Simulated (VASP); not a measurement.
# Au: relaxation of cell and atoms with PBE+D3(BJ)

Au:

```
Au
1.0
     0.00000    2.04550    2.04550
     2.04550    0.00000    2.04550
     2.04550    2.04550    0.00000
Au
1
Direct
  0.00000 0.00000 0.00000
```

| Item | Value |
| --- | --- |
| Program | VASP 6.6.1 |
| Task | relaxation of cell and atoms |
| Functional | PBE |
| Dispersion | D3(BJ) |
| Potentials or basis | VASP PAW PBE potentials, release 64 (Au) |
| Cutoff | 600 eV |
| k mesh | 18 × 18 × 18 |
| Occupations | gaussian, width 0.1 eV |
| Spin | no spin polarisation |
| Dipole correction | no |
| Further INCAR settings | ALGO = Normal; EDIFF = 1e-06; IBRION = 2; EDIFFG = -0.005; NSW = 100; ISIF = 3 |

```yaml
Relaxed_volume: 17.25 Å³/atom
Relaxed_cell: a = 2.900 Å, b = 2.900 Å, c = 2.900 Å, α = 60.00°, β = 60.00°, γ = 60.00°
Space_group_after_relaxing_to_0.05_Å: Fm-3m (No. 225)
Energy_gained_by_relaxing: 0.5 meV/atom
Ionic_steps: 3
Pressure_after_relaxing: 0.0 GPa
Dispersion_energy_per_atom: -0.657 eV
```

The path:
```csv
step,energy change (eV),largest force (eV/Å),pressure (GPa),volume (Å³)
1,0.0000,0.0000,1.29,17.12
2,0.0008,0.0000,-1.93,17.46
3,-0.0005,0.0000,-0.02,17.25
```

Final structure:
```
Au
1.0
     0.00000    2.05069    2.05069
     2.05069    0.00000    2.05069
     2.05069    2.05069    0.00000
Au
1
Direct
  0.00000 0.00000 0.00000
```

Levels at points of the mesh, in eV from the Fermi level:
```csv
k point,band 4,band 5,band 6,band 7,band 8,band 9
"(0.00, 0.00, 0.00)",-4.60,-3.12,-3.12,14.56,18.50,18.50
"(0.50, 0.00, 0.00)",-1.94,-1.94,-0.87,3.03,14.01,17.07
"(0.50, 0.50, 0.00)",-1.63,-1.63,1.08,5.70,10.00,10.00
```

It took 18 s on 1 thread of Intel(R) Xeon(R) 6975P-C (Granite Rapids), with other jobs on the host, peak memory 0.18 GiB.

Caveat: spin-orbit coupling is left out, which moves the levels of the heavy elements; pairwise dispersion overbinds metals, which lowers pressure and volume. Zero-point motion and thermal expansion aren't in these numbers.
